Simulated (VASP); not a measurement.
**PtS2: single point with PBE+D3(BJ)**

The system is PtS2, a slab with vacuum.

```
S Pt
1.0
     3.54144    0.00000    0.00000
    -1.77072    3.06698    0.00000
     0.00000    0.00000   22.46716
S Pt
4 2
Cartesian
  1.7707 1.0223 4.5000
  0.0000 2.0447 6.9836
  1.7707 2.0447 10.1936
  0.0000 3.0670 12.6772
  0.0000 0.0000 5.7418
  0.0000 1.0223 11.4354
```

This cell differs from its parent crystal: layers slid over each other.

```json
{
  "Program": "VASP 6.6.1",
  "Task": "single point",
  "Functional": "PBE",
  "Dispersion": "D3(BJ)",
  "Potentials or basis": "VASP PAW PBE potentials, release 64 (S, Pt)",
  "Cutoff": "520 eV",
  "k mesh": "9 × 9 × 1",
  "Occupations": "gaussian, width 0.05 eV",
  "Spin": "no spin polarisation"
}
```

```
Largest force              : 0.093 eV/Å
Band gap on the k mesh     : 1.34 eV (least direct gap 1.45 eV)
Dispersion energy per atom : -0.322 eV
```

Forces in eV/Å, atoms in the order of the input:
```
S    0.000  0.007  0.034
S    0.000  0.020 -0.021
S    0.000 -0.020  0.021
S    0.000 -0.007 -0.034
Pt   0.000 -0.021  0.090
Pt   0.000  0.021 -0.090
```

Levels at points of the mesh, in eV from the valence-band top:
```csv
k point,band 19,band 20,band 21,band 22,band 23,band 24,band 25,band 26
"(0.00, 0.00, 0.00)",-0.59,-0.56,-0.53,-0.45,2.83,2.88,2.93,2.98
```

Wall time 2.5 min on 1 thread of AMD EPYC 9R45 96-Core Processor (Zen 5), on a shared host, peak memory 0.42 GiB.

Caveat: the cell differs from its parent crystal (layers slid over each other); spin-orbit coupling is left out, which moves the levels of the heavy elements.
